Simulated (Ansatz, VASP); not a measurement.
This is a calculation of ZrC for VASP 6.6.1.

INCAR

```
  PREC = Accurate
  ENCUT = 600
  EDIFF = 1E-7
  ISMEAR = -1
  SIGMA = 0.05
  LREAL = F
  LASPH = T
  NELM = 120
  ALGO = Normal
  ISIF = 3
  LWAVE = F
  LCHARG = F
  GGA = B5
  ALDAX = 1.0
  AGGAX = 1.0
  AGGAC = 1.0
  ALDAC = 0.0
  IVDW = 12
  VDW_S6 = 1.0
  VDW_S8 = 2.6996
  VDW_A1 = 0.4298
  VDW_A2 = 4.2359
  IBRION = 2
  NSW = 80
  EDIFFG = -0.02
  GGA_COMPAT = F
  NELMIN = 4
```

File KPOINTS:

```
regular mesh
0
Gamma
  10 10 10
```

POSCAR

```
ZrC
1.0
    0.0000000000      2.3650000000      2.3650000000
    2.3650000000      0.0000000000      2.3650000000
    2.3650000000      2.3650000000      0.0000000000
Zr C
1 1
Direct
    0.5000000000      0.5000000000      0.5000000000
    0.0000000000      0.0000000000      0.0000000000
```

Potentials or basis: VASP PAW PBE potentials, release 64 (Zr_sv, C).

Run with:

```console
$ cat potpaw_PBE.64/Zr_sv/POTCAR potpaw_PBE.64/C/POTCAR > POTCAR
$ mpirun -np 1 vasp_std > vasp.out
```

Question: Translate it to Ansatz 0.2.0. Potentials there: all-electron LAPW, scalar-relativistic.

Answer: As run (the cutoff follows the program's own potentials):

The input input.yaml:

```yaml
crystal:
  lattice:
    - [0.0, 2.365, 2.365]
    - [2.365, 0.0, 2.365]
    - [2.365, 2.365, 0.0]
  atoms:
    - { symbol: Zr, position: [0.5, 0.5, 0.5] }
    - { symbol: C, position: [0.0, 0.0, 0.0] }
kpoints:
  mp_grid: { grid: [10, 10, 10] }
scf:
  occupations: { method: fermi_dirac, width: 0.05 }
hamiltonian:
  xc: blyp
  dispersion: d3bj
  pseudopotentials: { kind: all_electron, lapw: { basis_error: 0.001 } }
output:
  forces: true
  stress: true
relax:
  f_tol: 0.02
  max_steps: 60
  cell: {}
```

Potentials or basis: all-electron LAPW, scalar-relativistic.

Launch:

```bash
$ ansatz run input.yaml --threads 1 --pin off --max-ram 3072MiB --backend cpu --events-out ev --progress --plain --runs-dir out
```

Both were run:

|  | VASP | Ansatz | Ansatz less VASP |
| --- | --- | --- | --- |
| relaxed volume (Å³/atom) | 12.81 | 12.78 | -0.032 |
| relaxed cell length with the largest relative difference (Å) | 3.309 | 3.307 | -0.0028 |

VASP's potentials were made for PBE, not for BLYP. Ansatz ran all-electron here, and VASP with PAW potentials.
